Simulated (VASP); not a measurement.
A run of VASP 6.6.1:

Contents of INCAR:

```
SYSTEM = Li
PREC     = Accurate       ! precision mode
ENCUT    = 520            ! plane-wave cutoff, eV
EDIFF    = 1E-6           ! SCF threshold, eV
ISMEAR   = 0              ! smearing method
SIGMA    = 0.1            ! smearing width, eV
LREAL    = .False.        ! projectors in reciprocal space
LASPH    = .True.         ! aspherical terms in the spheres
NELM     = 80             ! most SCF steps
ALGO     = Normal         ! electronic algorithm
ISIF     = 2              ! what is computed and relaxed
LWAVE    = .False.        ! write WAVECAR
LCHARG   = .False.        ! write CHGCAR
GGA      = CA             ! functional
NBANDS   = 8              ! bands
```

Contents of KPOINTS:

```
regular mesh
0
Gamma
  11 11 11
  0 0 0
```

POSCAR

```
Li
1.0
    0.0000000000      2.2592202207      2.2592202207
    2.2592202207      0.0000000000      2.2592202207
    2.2592202207      2.2592202207      0.0000000000
Li
1
Direct
    0.0000000000      0.0000000000      0.0000000000
```

Potentials or basis: VASP PAW LDA potentials, release 64 (Li_sv).

Run with:

```console
$ cat potpaw_LDA.64/Li_sv/POTCAR > POTCAR
$ mpirun -np 1 vasp_std > vasp.out
```

Hardware: 1 thread of Intel(R) Xeon(R) Platinum 8488C (Sapphire Rapids) (shared host).

Task: How long does it take, and how much memory?

Result: Wall time 3.9 s on 1 thread of Intel(R) Xeon(R) Platinum 8488C (Sapphire Rapids), on a shared host, peak memory 0.12 GiB. Counts: scf iterations 9, k points 56.
